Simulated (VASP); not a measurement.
Write the native input for VASP 6.6.1 that does the following.

| Quantity | Value |
| --- | --- |
| Task | single point |
| Functional | PBE |
| Potentials or basis | VASP PAW PBE potentials, release 64 (B, N) |
| Cutoff | 520 eV |
| k mesh | 6 × 6 × 6 |
| Occupations | gaussian, width 0.05 eV |
| Spin | no spin polarisation |
| Dipole correction | no |
| Further INCAR settings | ALGO = Normal; EDIFF = 1e-06; NBANDS = 16 |

The structure of BN lies in POSCAR:

```
BN
1.0
    0.0000000000     -1.8123937734     -1.8123937734
   -1.8123937734      0.0000000000     -1.8123937734
    1.8123937734      1.8123937734     -3.6247875468
B N
2 2
Direct
   -0.0178204625      0.0188028347      0.0000000000
    0.5178204625      0.4811971653      0.5000000000
    0.3567631567      0.3942421690      0.8750000000
    0.8932368433      0.8557578310      0.3750000000
```

This cell differs from its parent crystal: mode 4 frozen in at -0.034 Å and mode 5 at +0.034 Å (largest displacements).

These files were run (other wordings do the same):

INCAR

```
SYSTEM = BN
ALGO = Normal
EDIFF = 1E-6
ENCUT = 520
GGA = PE
ISIF = 2
ISMEAR = 0
LASPH = .True.
LCHARG = .False.
LREAL = .False.
LWAVE = .False.
NBANDS = 16
NELM = 60
PREC = Accurate
SIGMA = 0.05
```

KPOINTS

```
k-points
0
Gamma
  6 6 6
  0 0 0
```

Potentials or basis: VASP PAW PBE potentials, release 64 (B, N).

Command:

```console
$ cat potpaw_PBE.64/B/POTCAR potpaw_PBE.64/N/POTCAR > POTCAR
$ mpirun -np 1 vasp_std > vasp.out
```

It gave:

The pressure is 0.2 GPa. The largest force is 0.578 eV/Å. The band gap on the k mesh is 4.41 eV.

Caveat: the k points lie up to 0.48 Å⁻¹ apart; the cell differs from its parent crystal (mode 4 frozen in at -0.034 Å and mode 5 at +0.034 Å (largest displacements)).

It took 72 s on 1 thread of AMD EPYC 7571, with other jobs on the host, peak memory 0.12 GiB.
